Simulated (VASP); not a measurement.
# WSe4 (Pm-3m) in VASP: further runs, part 2 of 2

VASP 6.6.1.

**3. Relaxation of cell and atoms, PBE**

This run uses another cell than the first one, of 23.59 Å³/atom.

Input file INCAR:

```
SYSTEM = WSe4
PREC = Accurate
ENCUT = 600
EDIFF = 1E-7
ISMEAR = 0
SIGMA = 0.1
LREAL = .False.
LASPH = .True.
NELM = 100
ALGO = Normal
ISIF = 3
LWAVE = .False.
LCHARG = .False.
GGA = PE
IBRION = 2
NSW = 100
EDIFFG = -0.01
```

Input file KPOINTS:

```
Automatic mesh
0
Gamma
  8 8 8
  0 0 0
```

Input file POSCAR:

```
WSe4
1.0
    4.9043260098      0.0000000000      0.0000000000
    0.0000000000      4.9043260098      0.0000000000
    0.0000000000      0.0000000000      4.9043260098
W Se
1 4
Direct
    0.5000000000      0.5000000000      0.5000000000
    0.0000000000      0.0000000000      0.0000000000
    0.0000000000      0.5000000000      0.5000000000
    0.5000000000      0.0000000000      0.5000000000
    0.5000000000      0.5000000000      0.0000000000
```

Potentials or basis: VASP PAW PBE potentials, release 64 (W_sv, Se).

Launch:

```sh
$ cat potpaw_PBE.64/W_sv/POTCAR potpaw_PBE.64/Se/POTCAR > POTCAR
$ mpirun -np 1 vasp_std > vasp.out
```

OUTCAR:

```text
SYSTEM = WSe4
   PREC = Accurate
   ENCUT = 600
   EDIFF = 1E-7
   ISMEAR = 0
   LREAL = .False.
   LASPH = .True.
   NELM = 100
   ISIF = 3
   GGA = PE
   IBRION = 2
   NSW = 100
   EDIFFG = -0.01

 ion  position               nearest neighbor table
   1  0.500  0.500  0.500-   3 2.45   4 2.45   5 2.45   5 2.45   4 2.45   3 2.45
   2  0.000  0.000  0.000-
   3  0.000  0.500  0.500-   1 2.45   1 2.45
   4  0.500  0.000  0.500-   1 2.45   1 2.45
   5  0.500  0.500  0.000-   1 2.45   1 2.45

  LATTYP: Found a simple cubic cell.
 ALAT       =     4.9043260098

  Lattice vectors:

 A1 = (   4.9043260098,   0.0000000000,   0.0000000000)
 A2 = (   0.0000000000,   4.9043260098,   0.0000000000)
 A3 = (   0.0000000000,   0.0000000000,   4.9043260098)

Analysis of symmetry for initial positions (statically):
=====================================================================
 Subroutine PRICEL returns:
 Original cell was already a primitive cell.

 Routine SETGRP: Setting up the symmetry group for a
 simple cubic supercell.

 Subroutine GETGRP returns: Found 48 space group operations
 (whereof 48 operations were pure point group operations)
 out of a pool of 48 trial point group operations.

The static configuration has the point symmetry O_h .

Analysis of symmetry for dynamics (positions and initial velocities):
=====================================================================
 Subroutine PRICEL returns:
 Original cell was already a primitive cell.

 Routine SETGRP: Setting up the symmetry group for a
 simple cubic supercell.

 Subroutine GETGRP returns: Found 48 space group operations
 (whereof 48 operations were pure point group operations)
 out of a pool of 48 trial point group operations.

The dynamic configuration has the point symmetry O_h .

 Subroutine INISYM returns: Found 48 space group operations
[... 128 lines left out ...]
   GGA     = PE    functional components
   LHFCALC =     F    Hartree Fock is set to
   AEXX    =    0.0000 exact exchange contribution
   IVDW    =     0    specifies the selected vdW correction
   LEPSILON=     F    determine dielectric tensor
   LRPA    =     F    only Hartree local field effects (RPA)
 conjugate gradient relaxation of ions
 non-spin polarized calculation
 Gauss-broadening in eV      SIGMA  =   0.10
  energy-cutoff  :      600.00
  volume of cell :      117.96
 maximum number of plane-waves:      3956
 NGX is ok and might be reduce to    40
   NGX = 19   NGY = 19   NGZ = 19

--------------------------------------- Ionic step        1  -------------------------------------------

 number of electron      38.0000011 magnetization

 Free energy of the ion-electron system (eV)
  ---------------------------------------------------
  ext. energy  EPLUGINS =         0.00000000
  ---------------------------------------------------
  free energy    TOTEN  =       -24.71790645 eV

  energy without entropy =      -24.69227953  energy(sigma->0) =      -24.70509299

------------------------ aborting loop because EDIFF is reached ----------------------------------------

  FORCE on cell =-STRESS in cart. coord.  units (eV):
  Direction    XX          YY          ZZ          XY          YZ          ZX
  --------------------------------------------------------------------------------------
  -------------------------------------------------------------------------------------
  Total        0.1932427      0.1932427      0.1932427      0.0000000      0.0000000     -0.0000000
  in kB        2.6246754      2.6246754      2.6246754      0.0000000      0.0000000     -0.0000000
  external PRESSURE =       2.6246754 kB  Pullay stress =       0.0000000 kB
[... 65 lines left out ...]
--------------------------------------- Ionic step        3  -------------------------------------------

 number of electron      38.0000010 magnetization

 Free energy of the ion-electron system (eV)
  ---------------------------------------------------
  ext. energy  EPLUGINS =         0.00000000
  ---------------------------------------------------
  free energy    TOTEN  =       -24.71818848 eV

  energy without entropy =      -24.69246348  energy(sigma->0) =      -24.70532598

 E-fermi :   3.9798     XC(G=0):  -9.9300

 val. band max:        3.9760756468   @ k =   0.3750   0.3750   0.1250
 cond. band min:       4.0148900207   @ k =   0.3750   0.3750   0.3750
 fundamental gap:      0.0388143738
 Fermi energy:         3.9797602747

 k-point     1 :       0.0000    0.0000    0.0000
  band No.  band energies     occupation
      1     -70.7084      2.00000
      2     -34.9583      2.00000
      3     -34.9583      2.00000
      4     -34.9583      2.00000
      5     -10.5405      2.00000
      6      -8.8698      2.00000
[... 613 lines left out ...]
     22       5.7415      0.00000
     23       5.8949      0.00000

 [... further k-points ...]

------------------------ aborting loop because EDIFF is reached ----------------------------------------

  FORCE on cell =-STRESS in cart. coord.  units (eV):
  Direction    XX          YY          ZZ          XY          YZ          ZX
  --------------------------------------------------------------------------------------
  -------------------------------------------------------------------------------------
  Total        0.0032301      0.0032301      0.0032301     -0.0000000     -0.0000000     -0.0000000
  in kB        0.0437434      0.0437434      0.0437434     -0.0000000     -0.0000000     -0.0000000
  external PRESSURE =       0.0437434 kB  Pullay stress =       0.0000000 kB
[... 20 lines left out ...]
  FREE ENERGIE OF THE ION-ELECTRON SYSTEM (eV)
  ---------------------------------------------------
  free  energy   TOTEN  =       -24.7181884818 eV

  energy  without entropy=      -24.6924634822  energy(sigma->0) =      -24.70532598

 reached required accuracy - stopping structural energy minimisation
```

OSZICAR:

```text
N       E                     dE             d eps       ncg     rms          rms(c)
DAV:   1     0.280319507768E+03    0.28032E+03   -0.20950E+04  1874   0.168E+03
DAV:   2    -0.499797186180E+01   -0.28532E+03   -0.28078E+03  1873   0.338E+02
DAV:   3    -0.257940317955E+02   -0.20796E+02   -0.20398E+02  2082   0.795E+01
[... 30 lines left out ...]
DAV:   5    -0.247181873235E+02    0.14321E-04   -0.74042E-05  1884   0.529E-02    0.339E-02
DAV:   6    -0.247181886066E+02   -0.12831E-05   -0.76261E-06  1945   0.188E-02    0.676E-03
DAV:   7    -0.247181886953E+02   -0.88685E-07   -0.14732E-06  1988   0.616E-03    0.895E-04
DAV:   8    -0.247181885754E+02    0.11987E-06   -0.47355E-08   987   0.129E-03    0.605E-04
DAV:   9    -0.247181884818E+02    0.93613E-07   -0.65877E-09   896   0.569E-04
   3 F= -.24718188E+02 E0= -.24705326E+02  d E =-.282037E-03
```

It took 2.3 min on 1 thread of Intel Xeon 6975P-C (Granite Rapids), shared host; peak memory 0.32 GiB.

What came out:

```yaml
Free_energy: -24.7182 eV
Relaxed_volume: 23.66 Å³/atom
Relaxed_cell: a = 4.909 Å, b = 4.909 Å, c = 4.909 Å, α = 90.00°, β = 90.00°, γ = 90.00°
Space_group_after_relaxing_to_0.1_Å: Pm-3m (No. 221)
Energy_gained_by_relaxing: 0.1 meV/atom
Ionic_steps: 3
Pressure_after_relaxing: 0.0 GPa
Band_gap_on_the_k_mesh: zero (bands 19 and 20 overlap by 1.91 eV)
```

Step by step:
```
step  energy change (eV)  largest force (eV/Å)  pressure (GPa)  volume (Å³)
   1              0.0000                0.0000            0.26       117.96
   2             -0.0001                0.0000           -0.22       118.62
   3             -0.0003                0.0000            0.00       118.31
```

Final structure:
```cif
data_structure
_symmetry_space_group_name_H-M 'P 1'
_symmetry_Int_Tables_number 1
_cell_length_a 4.9091
_cell_length_b 4.9091
_cell_length_c 4.9091
_cell_angle_alpha 90.000
_cell_angle_beta 90.000
_cell_angle_gamma 90.000
_cell_volume 118.31
loop_
_atom_site_label
_atom_site_type_symbol
_atom_site_fract_x
_atom_site_fract_y
_atom_site_fract_z
_atom_site_occupancy
W1 W 0.50000 0.50000 0.50000 1
Se1 Se 0.00000 0.00000 0.00000 1
Se2 Se 0.00000 0.50000 0.50000 1
Se3 Se 0.50000 0.00000 0.50000 1
Se4 Se 0.50000 0.50000 0.00000 1
```

Levels at points of the mesh, in eV from the Fermi level:
```csv
k point,band 15,band 16,band 17,band 18,band 19,band 20,band 21,band 22,band 23
"(0.00, 0.00, 0.00)",-1.32,-1.32,-1.32,-1.24,-1.24,-1.24,0.94,0.94,1.07
"(0.50, 0.00, 0.00)",-1.78,-1.27,-1.09,-0.78,-0.78,-0.41,-0.41,0.98,1.89
"(0.50, 0.50, 0.00)",-3.05,-3.03,-1.06,0.28,0.67,0.67,1.48,1.64,1.64
"(0.50, 0.50, 0.50)",-0.31,-0.31,-0.31,0.33,0.33,0.33,2.77,2.77,2.77
```

Caveat: spin-orbit coupling is left out, which moves the levels of the heavy elements.

**4. Relaxation of cell and atoms, PBE, collinear spin, zero start**

Input file INCAR:

```
PREC = Accurate
ENCUT = 600
EDIFF = 1E-6
ISMEAR = 0
SIGMA = 0.1
LREAL = F
LASPH = T
NELM = 150
ALGO = Normal
ISIF = 3
LWAVE = F
LCHARG = F
ISPIN = 2
MAGMOM = 0 0 0 0 0
LORBIT = 11
LMAXMIX = 4
GGA = PE
IBRION = 2
NSW = 90
EDIFFG = -0.04
```

Input file KPOINTS:

```
regular mesh
0
Gamma
  4 4 4
```

POSCAR: that of step 3 with these lines changed.

```diff
@@ -2,5 +2,5 @@
 1.0
-    4.9043260098      0.0000000000      0.0000000000
-    0.0000000000      4.9043260098      0.0000000000
-    0.0000000000      0.0000000000      4.9043260098
+    5.3808545000      0.0000000000      0.0000000000
+    0.0000000000      5.3808545000      0.0000000000
+    0.0000000000      0.0000000000      5.3808545000
 W Se
```

Launch:

```sh
$ cat potpaw_PBE.64/W_sv/POTCAR potpaw_PBE.64/Se/POTCAR > POTCAR
$ mpirun -np 1 vasp_std > vasp.out
```

It took 3.4 min on 1 thread of Intel Xeon 6975P-C (Granite Rapids), shared host; peak memory 0.45 GiB.

The run converged. Its results:

```yaml
Free_energy: -24.7325 eV
Relaxed_volume: 23.64 Å³/atom
Relaxed_cell: a = 4.907 Å, b = 4.907 Å, c = 4.907 Å, α = 90.00°, β = 90.00°, γ = 90.00°
Space_group_after_relaxing_to_0.1_Å: Pm-3m (No. 221)
Energy_gained_by_relaxing: 383.7 meV/atom
Ionic_steps: 3
Pressure_after_relaxing: -0.1 GPa
Band_gap_on_the_k_mesh: zero (filled and empty bands overlap)
Net_moment: 0.00 μB per cell
Valence_electrons_inside_the_program's_atomic_spheres: W 11.99; Se 3.61, 3.80 (each value once)
```

The path:
```csv
step,energy change (eV),largest force (eV/Å),pressure (GPa),volume (Å³)
1,0.0000,0.0000,-12.39,155.80
2,-1.6136,0.0000,10.13,107.52
3,-1.9184,0.0000,-0.10,118.19
```

Final structure:
```yaml
crystal:
  lattice:
    - [4.90749, 0.00000, 0.00000]
    - [0.00000, 4.90749, 0.00000]
    - [0.00000, 0.00000, 4.90749]
  atoms:
    - { symbol: W, position: [0.50000, 0.50000, 0.50000] }
    - { symbol: Se, position: [0.00000, 0.00000, 0.00000] }
    - { symbol: Se, position: [0.00000, 0.50000, 0.50000] }
    - { symbol: Se, position: [0.50000, 0.00000, 0.50000] }
    - { symbol: Se, position: [0.50000, 0.50000, 0.00000] }
```

Levels at points of the mesh, in eV from the Fermi level:
Spin up:
| k point | band 15 | band 16 | band 17 | band 18 | band 19 | band 20 | band 21 | band 22 | band 23 |
| --- | --- | --- | --- | --- | --- | --- | --- | --- | --- |
| (0.00, 0.00, 0.00) | -1.36 | -1.36 | -1.36 | -1.28 | -1.28 | -1.28 | 1.06 | 1.06 | 1.06 |
| (0.50, 0.00, 0.00) | -1.83 | -1.34 | -1.09 | -0.83 | -0.83 | -0.42 | -0.42 | 0.92 | 1.85 |
| (0.50, 0.50, 0.00) | -3.08 | -3.08 | -1.05 | 0.24 | 0.67 | 0.67 | 1.42 | 1.59 | 1.59 |
| (0.50, 0.50, 0.50) | -0.33 | -0.33 | -0.33 | 0.28 | 0.28 | 0.28 | 2.73 | 2.73 | 2.73 |
Spin down:
| k point | band 17 | band 18 | band 19 | band 20 | band 21 | band 22 |
| --- | --- | --- | --- | --- | --- | --- |
| (0.00, 0.00, 0.00) | -1.36 | -1.28 | -1.28 | -1.28 | 0.88 | 1.06 |
| (0.50, 0.00, 0.00) | -1.09 | -0.83 | -0.83 | -0.42 | -0.42 | 0.92 |
| (0.50, 0.50, 0.00) | -1.05 | 0.24 | 0.67 | 0.67 | 1.42 | 1.59 |
| (0.50, 0.50, 0.50) | -0.33 | 0.28 | 0.28 | 0.28 | 2.73 | 2.73 |

Caveat: the volume moved by over 15 % at a fixed basis, so the end points are rough; spin-orbit coupling is left out, which moves the levels of the heavy elements.

**5. The runs side by side**

| task | spin | cell | k mesh | cutoff (eV) | gap on the mesh (eV) | pressure (GPa) | moment (μB) | relaxed volume (Å³/atom) |
| --- | --- | --- | --- | --- | --- | --- | --- | --- |
| single point | collinear | a = 5.381 Å, 5 atoms | 4 × 4 × 4 | 520 | none | -11.5 | 1.86 | - |
| relaxation of cell and atoms | off | relaxed from a = 4.904 Å, 5 atoms | 8 × 8 × 8 | 600 | none | 0.0 | - | 23.66 |
| relaxation of cell and atoms | collinear, zero start | relaxed from a = 5.381 Å, 5 atoms | 4 × 4 × 4 | 600 | none | -0.1 | 0.00 | 23.64 |

Alike in all rows: level PBE; potentials or basis VASP PAW PBE potentials, release 64 (W_sv, Se); smearing gaussian 0.1 eV.

Caveats: spin-orbit coupling is left out, which moves the levels of the heavy elements; the cell stands under tension (at least some runs); the volume moved by over 15 % at a fixed basis, so the end points are rough (at least some runs).

Total energies depend on the potentials used, so only differences within one code and one set of settings carry meaning.
